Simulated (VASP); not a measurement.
Set up this calculation in VASP 6.6.1, as the native input.

```yaml
Task: single point
Functional: r2SCAN
Dispersion: D3(BJ)
Potentials_or_basis: VASP PAW PBE potentials, release 64 (V_sv)
Cutoff: 520 eV
k_mesh: 12 × 12 × 12
Occupations: fermi-dirac, width 0.05 eV
Spin: collinear spin, ferromagnetic start
Starting_moments: "[2.0] μB"
Dipole_correction: no
Further_INCAR_settings: ALGO = Normal; EDIFF = 1e-07; NBANDS = 16
```

The system is V.

```
V
1.0
    -1.50419    1.50419    1.50419
     1.50419   -1.50419    1.50419
     1.50419    1.50419   -1.50419
V
1
Cartesian
  0.0000 0.0000 0.0000
```

One way to write it, as run:

POSCAR

```
V
1.0
   -1.5041862709      1.5041862709      1.5041862709
    1.5041862709     -1.5041862709      1.5041862709
    1.5041862709      1.5041862709     -1.5041862709
V
1
Direct
    0.0000000000      0.0000000000      0.0000000000
```

INCAR.step1

```
  ALGO = Normal
  EDIFF = 1E-4
  ENCUT = 520
  GGA = PE
  ISMEAR = -1
  ISPIN = 2
  LASPH = True
  LCHARG = False
  LMAXMIX = 4
  LREAL = False
  LWAVE = True
  MAGMOM = 2
  NBANDS = 16
  NELM = 150
  PREC = Accurate
  SIGMA = 0.05
```

INCAR.step2

```
  ALGO = Normal
  EDIFF = 1E-7
  ENCUT = 520
  ISIF = 2
  ISMEAR = -1
  ISPIN = 2
  ISTART = 1
  IVDW = 12
  LASPH = True
  LCHARG = False
  LMAXMIX = 4
  LMIXTAU = True
  LORBIT = 11
  LREAL = False
  LWAVE = False
  MAGMOM = 2
  METAGGA = R2SCAN
  NBANDS = 16
  NELM = 150
  PREC = Accurate
  SIGMA = 0.05
  VDW_A1 = 0.49484001
  VDW_A2 = 5.73083694
  VDW_S6 = 1.0
  VDW_S8 = 0.78981345
```

KPOINTS

```
k-points
0
Gamma
  12 12 12
```

Potentials or basis: VASP PAW PBE potentials, release 64 (V_sv).

Command:

```sh
$ cat potpaw_PBE.64/V_sv/POTCAR > POTCAR
$ cp INCAR.step1 INCAR
$ mpirun -np 1 vasp_std > vasp.out
$ cp INCAR.step2 INCAR
$ mpirun -np 1 vasp_std > vasp.out
```

Results of the run:

```yaml
Pressure: -7.8 GPa
Net_moment: 0.00 μB per cell
Valence_electrons_inside_the_program's_atomic_spheres: V 11.60
Dispersion_energy_per_atom: -0.316 eV
```

Caveat: the cell stands under tension; the moments typed at the start vanished in this run; the PAW data sets were made with another functional, which shifts forces and pressure a little.

It took 58 s on 1 thread of Intel(R) Xeon(R) 6975P-C (Granite Rapids), with other jobs on the host, peak memory 0.16 GiB.
